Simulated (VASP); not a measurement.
A run of VASP 6.6.1 is set up as follows.

Contents of INCAR:

```
PREC = Accurate
ENCUT = 520
EDIFF = 1E-7
ISMEAR = -1
SIGMA = 0.05
LREAL = F
LASPH = T
NELM = 150
ALGO = Normal
ISIF = 2
LWAVE = F
LCHARG = F
ISPIN = 2
MAGMOM = 4.73
LORBIT = 11
LMAXMIX = 6
GGA = PE
NBANDS = 18
```

Contents of KPOINTS:

```
Automatic mesh
0
Gamma
  8 8 8
```

The input POSCAR:

```
Eu
1.0
   -2.3030000000      2.3030000000      2.3030000000
    2.3030000000     -2.3030000000      2.3030000000
    2.3030000000      2.3030000000     -2.3030000000
Eu
1
Direct
    0.0000000000      0.0000000000      0.0000000000
```

Potentials or basis: VASP PAW PBE potentials, release 64 (Eu).

Launch:

```sh
$ cat potpaw_PBE.64/Eu/POTCAR > POTCAR
$ mpirun -np 1 vasp_std > vasp.out
```

Task: Predict the pressure.

Result: -1.8 GPa.

Task: Estimate the net moment.

Result: 7.37 μB per cell.

 The state reached can hang on the start; a lower one may exist.
